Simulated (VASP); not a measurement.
Set up this calculation in VASP 6.6.1, as the native input.

```
Task                   : single point
Functional             : PBE
Potentials or basis    : VASP PAW PBE potentials, release 64 (Zr_sv)
Cutoff                 : 520 eV
k mesh                 : 12 × 12 × 8
Occupations            : gaussian, width 0.1 eV
Spin                   : no spin polarisation
Dipole correction      : no
Further INCAR settings : ALGO = Normal; EDIFF = 1e-06; NBANDS = 19
```

The structure of Zr lies in POSCAR:

```
Zr
1.0
    3.2347987572      0.0000000029      0.0000000000
   -1.6173993811      2.8014178984      0.0000000000
    0.0000000000      0.0000000000      5.1659591179
Zr
2
Direct
    0.3333333333      0.6666666667      0.2500000000
    0.6666666667      0.3333333333      0.7500000000
```

One way to write it, as run:

INCAR

```
SYSTEM = Zr
PREC = Accurate ; ENCUT = 520
EDIFF = 1E-6 ; ISMEAR = 0
SIGMA = 0.1 ; LREAL = .False.
LASPH = .True. ; NELM = 80
ALGO = Normal ; ISIF = 2
LWAVE = .False. ; LCHARG = .False.
GGA = PE ; NBANDS = 19
```

KPOINTS

```
Automatic mesh
0
Gamma
  12 12 8
  0 0 0
```

Potentials or basis: VASP PAW PBE potentials, release 64 (Zr_sv).

Launch:

```console
$ cat potpaw_PBE.64/Zr_sv/POTCAR > POTCAR
$ mpirun -np 1 vasp_std > vasp.out
```

Results of the run:

```json
{
  "Pressure": "0.0 GPa",
  "Band gap on the k mesh": "zero (bands 12 and 13 overlap by 1.05 eV)"
}
```

Run time: 34 s on 1 thread of Intel(R) Xeon(R) Platinum 8488C (Sapphire Rapids), on a shared host, peak memory 0.2 GiB.
